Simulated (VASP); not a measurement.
# CsBr (Pm-3m) in VASP: a series of runs, part 2 of 2

VASP 6.6.1. The steps go on from the part before.

### 5 Single point, PBE

Contents of INCAR:

```
PREC = Accurate
ENCUT = 500
EDIFF = 1E-6
ISMEAR = 0
SIGMA = 0.01
LREAL = F
LASPH = T
NELM = 120
ALGO = Normal
ISIF = 2
LWAVE = F
LCHARG = F
GGA = PE
NBANDS = 15
GGA_COMPAT = F
```

Contents of KPOINTS:

```
Automatic mesh
0
Gamma
  6 6 6
```

Contents of POSCAR:

```
CsBr
1.0
    4.3196005093      0.0000000000      0.0000000000
    0.0000000000      4.3196005093      0.0000000000
    0.0000000000      0.0000000000      4.3196005093
Cs Br
1 1
Direct
    0.0000000000      0.0000000000      0.0000000000
    0.5000000000      0.5000000000      0.5000000000
```

Potentials or basis: VASP PAW PBE potentials, release 64 (Cs_sv, Br).

Run with:

```console
$ cat potpaw_PBE.64/Cs_sv/POTCAR potpaw_PBE.64/Br/POTCAR > POTCAR
$ mpirun -np 1 vasp_std > vasp.out
```

OUTCAR:

```text
PREC = Accurate
   ENCUT = 500
   EDIFF = 1E-6
   ISMEAR = 0
   LREAL = F
   LASPH = T
   NELM = 120
   ISIF = 2
   GGA = PE

 ion  position               nearest neighbor table
   1  0.000  0.000  0.000-
   2  0.500  0.500  0.500-

  LATTYP: Found a simple cubic cell.
 ALAT       =     4.3196005093

  Lattice vectors:

 A1 = (   4.3196005093,   0.0000000000,   0.0000000000)
 A2 = (   0.0000000000,   4.3196005093,   0.0000000000)
 A3 = (   0.0000000000,   0.0000000000,   4.3196005093)

Analysis of symmetry for initial positions (statically):
=====================================================================
 Subroutine PRICEL returns:
 Original cell was already a primitive cell.

 Routine SETGRP: Setting up the symmetry group for a
 simple cubic supercell.

 Subroutine GETGRP returns: Found 48 space group operations
 (whereof 48 operations were pure point group operations)
 out of a pool of 48 trial point group operations.

The static configuration has the point symmetry O_h .

Analysis of symmetry for dynamics (positions and initial velocities):
=====================================================================
 Subroutine PRICEL returns:
 Original cell was already a primitive cell.

 Routine SETGRP: Setting up the symmetry group for a
 simple cubic supercell.

 Subroutine GETGRP returns: Found 48 space group operations
 (whereof 48 operations were pure point group operations)
 out of a pool of 48 trial point group operations.

The dynamic configuration has the point symmetry O_h .

 Subroutine INISYM returns: Found 48 space group operations
 (whereof 48 operations are pure point group operations),
 and found     1 'primitive' translations

----------------------------------------------------------------------------------------

                                     Primitive cell

  volume of cell :      80.5992

  direct lattice vectors                    reciprocal lattice vectors
[... 112 lines left out ...]
   LRPA    =     F    only Hartree local field effects (RPA)
 non-spin polarized calculation
 Gauss-broadening in eV      SIGMA  =   0.01
  energy-cutoff  :      500.00
  volume of cell :       80.60
 maximum number of plane-waves:      2103
 NGX is ok and might be reduce to    32
   NGX = 15   NGY = 15   NGZ = 15

 number of electron      16.0000001 magnetization

 Free energy of the ion-electron system (eV)
  ---------------------------------------------------
  ext. energy  EPLUGINS =         0.00000000
  ---------------------------------------------------
  free energy    TOTEN  =        -6.01516508 eV

  energy without entropy =       -6.01516508  energy(sigma->0) =       -6.01516508

 E-fermi :  -0.3384     XC(G=0):  -7.9706

 val. band max:       -0.4101189406   @ k =   0.5000   0.5000   0.0000
 cond. band min:       4.0147978390   @ k =   0.0000   0.0000   0.0000
 fundamental gap:      4.4249167796
 Fermi energy:        -0.3383914069

 k-point     1 :       0.0000    0.0000    0.0000
  band No.  band energies     occupation
      1     -20.2238      2.00000
      2     -12.7519      2.00000
      3      -6.8265      2.00000
      4      -6.8265      2.00000
      5      -6.8265      2.00000
      6      -0.4184      2.00000
      7      -0.4184      2.00000
      8      -0.4184      2.00000
      9       4.0148      0.00000
     10       4.5238      0.00000
     11       4.5238      0.00000
     12       8.6357      0.00000
     13       8.6357      0.00000
     14       8.6357      0.00000
[... 329 lines left out ...]
      2     -12.5820      2.00000
      3      -7.2081      2.00000
      4      -7.2081      2.00000
      5      -7.2081      2.00000
      6      -1.5396      2.00000
      7      -1.5396      2.00000
      8      -1.5396      2.00000
      9       7.8036      0.00000
     10       7.8036      0.00000
     11       7.8036      0.00000
     12       8.6513      0.00000
     13       8.6513      0.00000
     14       8.6513      0.00000
     15      10.7823      0.00000

------------------------ aborting loop because EDIFF is reached ----------------------------------------

  FORCE on cell =-STRESS in cart. coord.  units (eV):
  Direction    XX          YY          ZZ          XY          YZ          ZX
  --------------------------------------------------------------------------------------
  -------------------------------------------------------------------------------------
  Total        0.3566827      0.3566827      0.3566827     -0.0000000      0.0000000      0.0000000
  in kB        7.0902562      7.0902562      7.0902562     -0.0000000      0.0000000      0.0000000
  external PRESSURE =       7.0902562 kB  Pullay stress =       0.0000000 kB

 VOLUME and BASIS-vectors are now :
 -----------------------------------------------------------------------------
  energy-cutoff  :      500.00
  volume of cell :       80.60
      direct lattice vectors                 reciprocal lattice vectors
     4.319600509  0.000000000  0.000000000     0.231502890  0.000000000  0.000000000
     0.000000000  4.319600509  0.000000000     0.000000000  0.231502890  0.000000000
     0.000000000  0.000000000  4.319600509     0.000000000  0.000000000  0.231502890

 POSITION                                       TOTAL-FORCE (eV/Angst)
 -----------------------------------------------------------------------------------
      0.00000      0.00000      0.00000         0.000000      0.000000      0.000000
      2.15980      2.15980      2.15980         0.000000      0.000000      0.000000
 -----------------------------------------------------------------------------------
    total drift:                                0.000000      0.000000     -0.000000

  FREE ENERGIE OF THE ION-ELECTRON SYSTEM (eV)
  ---------------------------------------------------
  free  energy   TOTEN  =        -6.0151650845 eV

  energy  without entropy=       -6.0151650845  energy(sigma->0) =       -6.01516508
```

OSZICAR:

```text
N       E                     dE             d eps       ncg     rms          rms(c)
DAV:   1     0.879475344341E+02    0.87948E+02   -0.63762E+03   600   0.873E+02
DAV:   2     0.641258740478E+00   -0.87306E+02   -0.82376E+02   885   0.152E+02
DAV:   3    -0.622651178939E+01   -0.68678E+01   -0.68475E+01   796   0.461E+01
DAV:   4    -0.628383697720E+01   -0.57325E-01   -0.57321E-01   705   0.511E+00
DAV:   5    -0.628416101204E+01   -0.32403E-03   -0.32403E-03   831   0.395E-01    0.180E+00
DAV:   6    -0.604987104187E+01    0.23429E+00   -0.21880E-01   733   0.246E+00    0.105E+00
DAV:   7    -0.601212686492E+01    0.37744E-01   -0.12546E-01   768   0.181E+00    0.610E-01
DAV:   8    -0.601526801777E+01   -0.31412E-02   -0.14130E-02   642   0.690E-01    0.121E-01
DAV:   9    -0.601505619360E+01    0.21182E-03   -0.14071E-03   796   0.197E-01    0.681E-02
DAV:  10    -0.601516181525E+01   -0.10562E-03   -0.20766E-04   628   0.949E-02    0.164E-02
DAV:  11    -0.601516595930E+01   -0.41441E-05   -0.26139E-05   726   0.298E-02    0.106E-02
DAV:  12    -0.601516491315E+01    0.10461E-05   -0.48639E-06   684   0.128E-02    0.142E-03
DAV:  13    -0.601516508453E+01   -0.17138E-06   -0.33384E-07   419   0.346E-03
   1 F= -.60151651E+01 E0= -.60151651E+01  d E =-.355093E-26
```

It took 14 s on 1 thread of Intel Xeon Platinum 8259CL at 2.50GHz (Skylake/Cascade Lake), shared host; peak memory 0.18 GiB.

Results:

- Free energy: -6.0152 eV
- Pressure: 0.7 GPa
- Band gap on the k mesh: 4.42 eV (least direct gap 4.43 eV)

Levels at points of the mesh, in eV from the valence-band top:
```
           k point  band 6  band 7  band 8  band 9  band 10  band 11
(0.00, 0.00, 0.00)   -0.01   -0.01   -0.01    4.42     4.93     4.93
(0.50, 0.00, 0.00)   -1.28   -0.20   -0.20    5.92     7.19     7.63
(0.50, 0.50, 0.00)   -0.57   -0.57    0.00    5.25     5.48     7.21
(0.50, 0.50, 0.50)   -1.13   -1.13   -1.13    8.21     8.21     8.21
```

Caveat: spin-orbit coupling is left out, which moves the levels of the heavy elements. Expect the measured gap to be larger: semilocal functionals such as PBE lack the derivative discontinuity.

### 6 The runs side by side

```tsv
level	k mesh	cutoff (eV)	gap on the mesh (eV)	pressure (GPa)
PBE	4 × 4 × 4	500	4.42	0.7
r2SCAN	4 × 4 × 4	550	5.18	0.1
PBE	6 × 6 × 6	500	4.42	0.7
```

Alike in all rows: task single point; potentials or basis VASP PAW PBE potentials, release 64 (Cs_sv, Br); no spin polarisation; cell as given; smearing gaussian 0.01 eV.

On the cell as given the gap runs from 4.42 eV (PBE) to 5.18 eV (r2SCAN); the meshes differ, which moves gaps too. The pressure there spans 0.1 GPa (r2SCAN) to 0.7 GPa (PBE); a positive pressure means that this level wants a larger cell, a negative one a smaller.

Caveats: spin-orbit coupling is left out, which moves the levels of the heavy elements; the PAW data sets were made with another functional, which shifts forces and pressure a little (at least some runs).

Absolute energies hang on the potentials; compare differences alone.
